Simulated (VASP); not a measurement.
Wanted: the native input for a VASP 6.6.1 run.

```
Task                   : single point
Functional             : PBE
Potentials or basis    : VASP PAW PBE potentials, release 64 (Sn_d, Se, S)
Cutoff                 : 520 eV
k mesh                 : 4 × 2 × 2
Occupations            : gaussian, width 0.1 eV
Spin                   : no spin polarisation
Dipole correction      : no
Further INCAR settings : ALGO = Normal; EDIFF = 1e-06; NBANDS = 50
```

The structure of Sn4Se3S lies in POSCAR:

```
Sn4Se3S
1.0
    4.2462309000      0.0000000000      0.0000000000
    0.0000000000      6.0141659000      0.0000000000
    0.0000000000      0.0000000000      8.4963249000
Sn Se S
4 3 1
Direct
    0.0000000000      0.0000000000      0.0000000000
    0.5000000000      0.5000000000      0.2417590000
    0.0000000000      0.0000000000      0.5000000000
    0.5000000000      0.5000000000      0.7582410000
    0.5000000000      0.0000000000      0.2491950000
    0.0000000000      0.5000000000      0.5000000000
    0.5000000000      0.0000000000      0.7508050000
    0.0000000000      0.5000000000      0.0000000000
```

The input as run:

INCAR

```
ALGO     = Normal         # electronic algorithm
EDIFF    = 1E-6           # SCF threshold, eV
ENCUT    = 520            # plane-wave cutoff, eV
GGA      = PE             # functional
ISIF     = 2              # what is computed and relaxed
ISMEAR   = 0              # smearing method
LASPH    = T              # aspherical terms in the spheres
LCHARG   = F              # write CHGCAR
LREAL    = F              # projectors in reciprocal space
LWAVE    = F              # write WAVECAR
NBANDS   = 50             # bands
NELM     = 100            # most SCF steps
PREC     = Accurate       # precision mode
SIGMA    = 0.1            # smearing width, eV
```

KPOINTS

```
k-points
0
Gamma
  4 2 2
```

Potentials or basis: VASP PAW PBE potentials, release 64 (Sn_d, Se, S).

The run is started by

```bash
$ cat potpaw_PBE.64/Sn_d/POTCAR potpaw_PBE.64/Se/POTCAR potpaw_PBE.64/S/POTCAR > POTCAR
$ mpirun -np 1 vasp_std > vasp.out
```

Results of the run:

- Pressure: -0.4 GPa
- Largest force: 0.052 eV/Å
- Band gap on the k mesh: 0.42 eV, indirect (least direct gap 0.42 eV)

Caveat: the k points lie up to 0.52 Å⁻¹ apart; spin-orbit coupling is left out, which moves the levels of the heavy elements.

Wall time 76 s on 1 thread of AMD EPYC 9R45 96-Core Processor (Zen 5) (shared host), peak memory 0.32 GiB.
